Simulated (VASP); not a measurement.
# Ir (I4/mmm) in VASP: a series of runs

Ir is run at these levels: PBEsol; tasks: single point.

Program: VASP 6.6.1. These are calculated values, not measurements. Logs are shortened: lines on timing, memory, paths and dates and some standing lists are left out, and cuts for length are marked.

### Step 1. The cell of the first run

The structure is tetragonal, space group I4/mmm (No. 139). Conventional cell: a = 2.715 Å, b = 2.715 Å, c = 3.532 Å, α = 90.00°, β = 90.00°, γ = 90.00°. Within 3.4 Å of Ir (site symmetry 4/mmm) lie 12 Ir at 2.61 to 2.71 Å.

### Step 2. Single point, PBEsol (strain +0.000 along x and y, -0.080 along z)

Input file INCAR:

```
SYSTEM = Ir
ALGO = Fast
EDIFF = 1E-6
ENCUT = 520
GGA = PS
ISIF = 2
ISMEAR = 0
LASPH = .TRUE.
LCHARG = .FALSE.
LREAL = .FALSE.
LWAVE = .FALSE.
NBANDS = 10
NELM = 100
PREC = Accurate
SIGMA = 0.15
```

Input file KPOINTS:

```
k-points
0
G
  22 22 22
  0 0 0
```

Input file POSCAR:

```
Ir
1.0
    0.0000000000      1.9197000000      1.7661240000
    1.9197000000      0.0000000000      1.7661240000
    1.9197000000      1.9197000000      0.0000000000
Ir
1
Direct
    0.0000000000      0.0000000000      0.0000000000
```

Potentials or basis: VASP PAW PBE potentials, release 64 (Ir).

Started as:

```bash
> cat potpaw_PBE.64/Ir/POTCAR > POTCAR
> mpirun -np 1 vasp_std > vasp.out
```

OUTCAR:

```text
SYSTEM = Ir
   EDIFF = 1E-6
   ENCUT = 520
   GGA = PS
   ISIF = 2
   ISMEAR = 0
   LASPH = .TRUE.
   LREAL = .FALSE.
   NELM = 100
   PREC = Accurate

 ion  position               nearest neighbor table
   1  0.000  0.000  0.000-

  LATTYP: Found a body centered tetragonal cell.
 ALAT       =     2.7148657757
 C/A-ratio  =     1.3010764774

  Lattice vectors:

 A1 = (   0.0000000000,  -1.9197000000,  -1.7661240000)
 A2 = (   0.0000000000,   1.9197000000,  -1.7661240000)
 A3 = (   1.9197000000,   0.0000000000,   1.7661240000)

Analysis of symmetry for initial positions (statically):
=====================================================================
 Subroutine PRICEL returns:
 Original cell was already a primitive cell.

 Routine SETGRP: Setting up the symmetry group for a
 body centered tetragonal supercell.

 Subroutine GETGRP returns: Found 16 space group operations
 (whereof 16 operations were pure point group operations)
 out of a pool of 16 trial point group operations.

The static configuration has the point symmetry D_4h.

Analysis of symmetry for dynamics (positions and initial velocities):
=====================================================================
 Subroutine PRICEL returns:
 Original cell was already a primitive cell.

 Routine SETGRP: Setting up the symmetry group for a
 body centered tetragonal supercell.

 Subroutine GETGRP returns: Found 16 space group operations
 (whereof 16 operations were pure point group operations)
 out of a pool of 16 trial point group operations.

The dynamic configuration has the point symmetry D_4h.

 Subroutine INISYM returns: Found 16 space group operations
 (whereof 16 operations are pure point group operations),
 and found     1 'primitive' translations

----------------------------------------------------------------------------------------

                                     Primitive cell

  volume of cell :      13.0172

  direct lattice vectors                    reciprocal lattice vectors
     0.000000000  1.919700000  1.766124000    -0.260457363  0.260457363  0.283105829
     1.919700000  0.000000000  1.766124000     0.260457363 -0.260457363  0.283105829
     1.919700000  1.919700000  0.000000000     0.260457363  0.260457363 -0.283105829

  length of vectors
     2.608532552  2.608532552  2.714865776     0.464569679  0.464569679  0.464569679

  position of ions in fractional coordinates (direct lattice)
     0.000000000  0.000000000  0.000000000

  ion indices of the primitive-cell ions
   primitive index   ion index
                 1           1

----------------------------------------------------------------------------------------

 KPOINTS: k-points

Automatic generation of k-mesh.
 Grid dimensions read from file:
 generate k-points for:   22   22   22

 Generating k-lattice:

  Cartesian coordinates                     Fractional coordinates (reciprocal lattice)
    -0.011838971  0.011838971  0.012868447     0.045454545 -0.000000000  0.000000000
     0.011838971 -0.011838971  0.012868447    -0.000000000  0.045454545  0.000000000
     0.011838971  0.011838971 -0.012868447     0.000000000  0.000000000  0.045454545

  Length of vectors
     0.021116804  0.021116804  0.021116804

  Shift w.r.t. Gamma in fractional coordinates (k-lattice)
     0.000000000  0.000000000  0.000000000

 Subroutine IBZKPT returns following result:
 ===========================================

 Found    834 irreducible k-points:

 Following reciprocal coordinates:
            Coordinates               Weight
  0.000000  0.000000  0.000000      1.000000
  0.045455  0.000000  0.000000      8.000000
  0.090909  0.000000  0.000000      8.000000
  0.136364  0.000000  0.000000      8.000000
  0.181818  0.000000  0.000000      8.000000
  0.227273  0.000000  0.000000      8.000000
[... 16 lines left out ...]
  0.500000  0.045455  0.000000      8.000000
 -0.454545  0.045455  0.000000      8.000000
 [... further k-points ...]
   k-points           NKPTS =    834   k-points in BZ     NKDIM =    834   number of bands    NBANDS=     10
   number of dos      NEDOS =    301   number of ions     NIONS =      1
   total plane-waves  NPLWV =   8000
   dimension x,y,z NGX =    20 NGY =   20 NGZ =   20
   dimension x,y,z NGXF=    40 NGYF=   40 NGZF=   40
   ions per type =               1
   NGX,Y,Z   is equivalent  to a cutoff of  12.75, 12.75, 12.25 a.u.
   NGXF,Y,Z  is equivalent  to a cutoff of  25.49, 25.49, 24.49 a.u.
 SYSTEM =  Ir
   PREC   = accura    normal or accurate (medium, high low for compatibility)
   ISTART =      0    job   : 0-new  1-cont  2-samecut
   ICHARG =      2    charge: 1-file 2-atom 10-const
   ISPIN  =      1    spin polarized calculation?
   LNONCOLLINEAR =      F non collinear calculations
   LSORBIT =      F    spin-orbit coupling
   LASPH  =      T    aspherical Exc in radial PAW
   ENCUT  =  520.0 eV  38.22 Ry    6.18 a.u.   4.85  4.85  5.05*2*pi/ulx,y,z
   NELM   =    100;   NELMIN=  2; NELMDL= -5     # of ELM steps
   EDIFF  = 0.1E-05   stopping-criterion for ELM
   LREAL  =      F    real-space projection
   EDIFFG = 0.1E-04   stopping-criterion for IOM
   NSW    =      0    number of steps for IOM
   IBRION =     -1    ionic relax: 0-MD 1-quasi-New 2-CG
   NFREE  =      0    steps in history (QN), initial steepest desc. (CG)
   ISIF   =      2    stress and relaxation
   ISYM   =      2    0-nonsym 1-usesym 2-fastsym
   POTIM  = 0.5000    time-step for ionic-motion
   TEBEG  =    0.0;   TEEND  =   0.0 temperature during run
   PSTRESS=    0.0 pullay stress
   NELECT =       9.0000    total number of electrons
   NUPDOWN=      -1.0000    fix difference up-down
   EMIN   =  10.00;   EMAX   =-10.00  energy-range for DOS
   EFERMI =   0.00;   METHOD = LEGACY
   ISMEAR =     0;   SIGMA  =   0.15  broadening in eV -4-tet -1-fermi 0-gaus
   EFERMI_NEDOS =   21; number of points for ismear=-14 and -15
   IALGO  =     68    algorithm
   IMIX   =      4    mixing-type and parameters
     AMIX     =   0.40;   BMIX     =  1.00
     AMIX_MAG =   1.60;   BMIX_MAG =  1.00
  volume/ion in A,a.u.               =      13.02        87.84
  Fermi-wavevector in a.u.,A,eV,Ry     =   1.447604  2.735574 28.511778  2.095557
  Thomas-Fermi vector in A             =   2.565540
   LORBIT       =      0    0 simple, 1 ext, 2 COOP (PROOUT), +10 PAW based schemes
   GGA     = PS    functional components
   LHFCALC =     F    Hartree Fock is set to
   AEXX    =    0.0000 exact exchange contribution
   IVDW    =     0    specifies the selected vdW correction
   LEPSILON=     F    determine dielectric tensor
   LRPA    =     F    only Hartree local field effects (RPA)
 non-spin polarized calculation
 RMM-DIIS sequential band-by-band and
 Gauss-broadening in eV      SIGMA  =   0.15
  energy-cutoff  :      520.00
  volume of cell :       13.02
 maximum number of plane-waves:       361
   NGX =  9   NGY =  9   NGZ =  9

 number of electron       8.9999999 magnetization

 Free energy of the ion-electron system (eV)
  ---------------------------------------------------
  ext. energy  EPLUGINS =         0.00000000
  ---------------------------------------------------
  free energy    TOTEN  =        -9.62028937 eV

  energy without entropy =       -9.60968558  energy(sigma->0) =       -9.61498747

 E-fermi :  11.7126     XC(G=0): -14.5923

 val. band max:       11.7083864244   @ k =   0.3636   0.0000   0.0000
 cond. band min:      11.7230582152   @ k =  -0.2273   0.0909   0.0000
 fundamental gap:      0.0146717908
 Fermi energy:        11.7125852576

 k-point     1 :       0.0000    0.0000    0.0000
  band No.  band energies     occupation
      1      -0.3581      2.00000
      2       7.0106      2.00000
      3       7.0106      2.00000
      4       8.1415      2.00000
      5       9.5963      2.00000
      6      11.1167      2.00000
      7      26.0103      0.00000
      8      30.9679      0.00000
      9      30.9679      0.00000
     10      34.1947      0.00000

 k-point     2 :       0.0455    0.0000    0.0000
  band No.  band energies     occupation
      1      -0.2565      2.00000
      2       6.9985      2.00000
      3       7.0550      2.00000
      4       8.1380      2.00000
      5       9.5790      2.00000
      6      11.0726      2.00000
      7      26.1926      0.00000
      8      30.7811      0.00000
      9      31.1348      0.00000
     10      33.8954      0.00000

 k-point     3 :       0.0909    0.0000    0.0000
  band No.  band energies     occupation
      1       0.0406      2.00000
      2       6.9453      2.00000
      3       7.1715      2.00000
      4       8.1543      2.00000
      5       9.5488      2.00000
      6      10.9556      2.00000
      7      26.7070      0.00000
      8      30.0975      0.00000
      9      31.6263      0.00000
     10      33.8267      0.00000

 k-point     4 :       0.1364    0.0000    0.0000
  band No.  band energies     occupation
      1       0.5084      2.00000
      2       6.8361      2.00000
      3       7.3061      2.00000
      4       8.2297      2.00000
      5       9.5711      2.00000
      6      10.8104      2.00000
      7      27.4290      0.00000
      8      29.0645      0.00000
      9      32.4165      0.00000
     10      34.3808      0.00000
[... 222 lines left out ...]
 k-point    22 :       0.4545    0.0455    0.0000
  band No.  band energies     occupation
      1       2.7953      2.00000
      2       6.7111      2.00000
      3       7.8677      2.00000
      4       9.7257      2.00000
      5      12.6462      0.00000
      6      13.0935      0.00000
      7      20.6186      0.00000
      8      25.8086      0.00000
      9      31.7256      0.00000
     10      33.5607      0.00000

 k-point    23 :       0.5000    0.0455    0.0000
  band No.  band energies     occupation
      1       2.7798      2.00000
      2       6.6563      2.00000
      3       7.7955      2.00000
      4      10.2479      2.00000
      5      12.9474      0.00000
      6      13.2040      0.00000
      7      19.9580      0.00000
      8      25.5672      0.00000
      9      31.5056      0.00000
     10      33.0084      0.00000

 k-point    24 :      -0.4545    0.0455    0.0000
  band No.  band energies     occupation
      1       2.7858      2.00000
      2       6.6630      2.00000
      3       7.7826      2.00000
      4      10.2154      2.00000
      5      12.8947      0.00000
      6      13.0098      0.00000
      7      20.1749      0.00000
      8      25.6124      0.00000
      9      31.8657      0.00000
     10      32.9077      0.00000

 [... further k-points ...]
[... 5 lines left out ...]
  --------------------------------------------------------------------------------------
  -------------------------------------------------------------------------------------
  Total        2.1975536      2.1975536      5.1586574      0.0000000     -0.0000000      0.0000000
  in kB      270.4781271    270.4781271    634.9351207      0.0000000     -0.0000000      0.0000000
  external PRESSURE =     391.9637916 kB  Pullay stress =       0.0000000 kB

 VOLUME and BASIS-vectors are now :
 -----------------------------------------------------------------------------
  energy-cutoff  :      520.00
  volume of cell :       13.02
      direct lattice vectors                 reciprocal lattice vectors
     0.000000000  1.919700000  1.766124000    -0.260457363  0.260457363  0.283105829
     1.919700000  0.000000000  1.766124000     0.260457363 -0.260457363  0.283105829
     1.919700000  1.919700000  0.000000000     0.260457363  0.260457363 -0.283105829

 POSITION                                       TOTAL-FORCE (eV/Angst)
 -----------------------------------------------------------------------------------
      0.00000      0.00000      0.00000         0.000000      0.000000     -0.000000
 -----------------------------------------------------------------------------------
    total drift:                                0.000000     -0.000000     -0.000000

  FREE ENERGIE OF THE ION-ELECTRON SYSTEM (eV)
  ---------------------------------------------------
  free  energy   TOTEN  =        -9.6202893658 eV

  energy  without entropy=       -9.6096855751  energy(sigma->0) =       -9.61498747
```

Wall time 1.8 min (1 thread of Intel Xeon Platinum 8259CL at 2.50GHz (Skylake/Cascade Lake), shared host); peak memory 0.23 GiB.

Results:

- Free energy: -9.6203 eV
- Pressure: 39.2 GPa

Caveat: the cell differs from its parent crystal (strain +0.000 along x and y, -0.080 along z); the PAW data sets were made with another functional, which shifts forces and pressure a little; spin-orbit coupling is left out, which moves the levels of the heavy elements.

### Step 3. Single point, PBEsol (strain -0.040 along x and y, +0.080 along z)

Input file INCAR:

```
SYSTEM = Ir
ALGO     = Normal         ! electronic algorithm
EDIFF    = 1E-7           ! SCF threshold, eV
ENCUT    = 520            ! plane-wave cutoff, eV
GGA      = PS             ! functional
ISIF     = 2              ! what is computed and relaxed
ISMEAR   = 0              ! smearing method
LASPH    = .TRUE.         ! aspherical terms in the spheres
LCHARG   = .FALSE.        ! write CHGCAR
LREAL    = .FALSE.        ! projectors in reciprocal space
LWAVE    = .FALSE.        ! write WAVECAR
NBANDS   = 10             ! bands
NELM     = 80             ! most SCF steps
PREC     = Accurate       ! precision mode
SIGMA    = 0.15           ! smearing width, eV
```

KPOINTS is that of step 2.

Input file POSCAR:

```
Ir
1.0
    0.0000000000      1.8429120000      2.0732760000
    1.8429120000      0.0000000000      2.0732760000
    1.8429120000      1.8429120000      0.0000000000
Ir
1
Direct
    0.0000000000      0.0000000000      0.0000000000
```

Potentials or basis: VASP PAW PBE potentials, release 64 (Ir).

Started as:

```bash
> cat potpaw_PBE.64/Ir/POTCAR > POTCAR
> mpirun -np 1 vasp_std > vasp.out
```

Wall time 57 s (1 thread of Intel Xeon Platinum 8375C at 2.90GHz (Ice Lake), shared host); peak memory 0.25 GiB.

It converged, with:

| Quantity | Value |
| --- | --- |
| Free energy | -9.6647 eV |
| Pressure | 3.8 GPa |

Stress tensor (GPa, compression positive):
```
 18.77   0.00   0.00
  0.00  18.77   0.00
  0.00   0.00 -26.21
```

Levels at points of the mesh, in eV from the Fermi level:
```csv
k point,band 1,band 2,band 3,band 4,band 5,band 6,band 7,band 8
"(0.00, 0.00, 0.00)",-11.20,-4.92,-3.24,-3.24,-2.34,-0.14,14.59,17.70
"(0.50, 0.00, 0.00)",-8.13,-4.74,-3.16,-0.75,0.59,1.26,7.48,13.55
"(0.50, 0.50, 0.00)",-8.08,-7.35,0.15,1.15,1.41,1.41,8.48,13.23
"(0.50, 0.00, 0.50)",-7.92,-7.29,0.65,0.66,2.42,2.57,10.52,11.77
```

Caveat: the cell differs from its parent crystal (strain -0.040 along x and y, +0.080 along z); the PAW data sets were made with another functional, which shifts forces and pressure a little; spin-orbit coupling is left out, which moves the levels of the heavy elements.

### Step 4. Single point, PBEsol (strain +0.040 along x and y, -0.080 along z)

Input file INCAR:

```
PREC = Accurate
ENCUT = 520
EDIFF = 1E-6
ISMEAR = 0
SIGMA = 0.15
LREAL = F
LASPH = T
NELM = 60
ALGO = Normal
ISIF = 2
LWAVE = F
LCHARG = T
GGA = PS
LELF = T
LVHAR = T
NBANDS = 10
```

Input file KPOINTS:

```
regular mesh
0
Gamma
  22 22 22
```

Input file POSCAR:

```
Ir
1.0
    0.0000000000      1.9964880000      1.7661240000
    1.9964880000      0.0000000000      1.7661240000
    1.9964880000      1.9964880000      0.0000000000
Ir
1
Direct
    0.0000000000      0.0000000000      0.0000000000
```

Started as:

```bash
> cat potpaw_PBE.64/Ir/POTCAR > POTCAR
> mpirun -np 1 vasp_std > vasp.out
```

Run time: 70 s. Hardware: 1 thread of Intel Xeon Platinum 8375C at 2.90GHz (Ice Lake), shared host; peak memory 0.25 GiB.

The run converged. Its results:

- Free energy: -9.6668 eV
- Pressure: 3.3 GPa

Stress tensor (GPa, compression positive):
```
-10.08   0.00   0.00
  0.00 -10.08   0.00
  0.00   0.00  30.18
```

Levels at points of the mesh, in eV from the Fermi level:
```csv
k point,band 1,band 2,band 3,band 4,band 5,band 6,band 7,band 8,band 9
"(0.00, 0.00, 0.00)",-11.18,-4.23,-4.23,-2.79,-2.21,-0.32,14.65,18.69,18.69
"(0.50, 0.00, 0.00)",-8.12,-4.79,-3.00,-0.72,0.45,1.48,7.48,13.67,18.87
"(0.50, 0.50, 0.00)",-7.81,-7.48,0.93,1.61,1.61,3.60,10.29,10.29,12.82
"(0.50, 0.00, 0.50)",-7.98,-7.15,0.73,0.77,0.88,2.12,9.59,11.90,13.40
```

Caveat: the cell differs from its parent crystal (strain +0.040 along x and y, -0.080 along z); the PAW data sets were made with another functional, which shifts forces and pressure a little; spin-orbit coupling is left out, which moves the levels of the heavy elements.

[end of part 1 of 2]
